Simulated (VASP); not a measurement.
Set up this calculation in VASP 6.6.1, as the native input.

```yaml
Task: relaxation of cell and atoms
Functional: PBE
Potentials_or_basis: VASP PAW PBE potentials, release 64 (Ti_sv, Ta_pv, Si)
Cutoff: 600 eV
k_mesh: 10 × 10 × 6
Occupations: gaussian, width 0.1 eV
Spin: no spin polarisation
Dipole_correction: no
Further_INCAR_settings: ALGO = Normal; EDIFF = 1e-07; IBRION = 2; EDIFFG = -0.01; NSW = 100; ISIF = 3
```

The structure of Ta2TiSi3 lies in POSCAR:

```
Ta2TiSi3
1.0
    3.5120143075      0.0000000000      0.0000000000
    0.0000000000      3.5120143075      0.0000000000
    0.0000000000      0.0000000000      7.4054385367
Ti Ta Si
1 2 3
Direct
    0.0000000000      0.0000000000      0.0000000000
    0.0000000000      0.5000000000      0.6225214050
    0.5000000000      0.0000000000      0.3774785950
    0.0000000000      0.5000000000      0.2618152512
    0.5000000000      0.0000000000      0.7381847488
    0.5000000000      0.5000000000      0.0000000000
```

The cell was built from a structure type or drawn by symmetry, and may not be a known phase.

These files were run (other wordings do the same):

INCAR

```
SYSTEM = Ta2TiSi3
ALGO = Normal
EDIFF = 1E-7
EDIFFG = -0.01
ENCUT = 600
GGA = PE
IBRION = 2
ISIF = 3
ISMEAR = 0
LASPH = .True.
LCHARG = .False.
LREAL = .False.
LWAVE = .False.
NELM = 60
NSW = 100
PREC = Accurate
SIGMA = 0.1
```

KPOINTS

```
k-points
0
Gamma
  10 10 6
  0 0 0
```

Potentials or basis: VASP PAW PBE potentials, release 64 (Ti_sv, Ta_pv, Si).

Command:

```console
$ cat potpaw_PBE.64/Ti_sv/POTCAR potpaw_PBE.64/Ta_pv/POTCAR potpaw_PBE.64/Si/POTCAR > POTCAR
$ mpirun -np 1 vasp_std > vasp.out
```

It gave:

```json
{
 "Relaxed volume": "15.23 Å³/atom",
 "Relaxed cell": "a = 3.513 Å, b = 3.513 Å, c = 7.406 Å, α = 90.00°, β = 90.00°, γ = 90.00°",
 "Space group after relaxing (to 0.1 Å)": "P-4m2 (No. 115)",
 "Energy gained by relaxing": "0.0 meV/atom",
 "Ionic steps": "2",
 "Pressure after relaxing": "-0.1 GPa",
 "Band gap on the k mesh": "zero (bands 23 and 24 overlap by 0.35 eV)"
}
```

Caveat: spin-orbit coupling is left out, which moves the levels of the heavy elements.

Run time: 11 min on 1 thread of Intel Xeon 8259CL, on a shared host, peak memory 0.4 GiB.
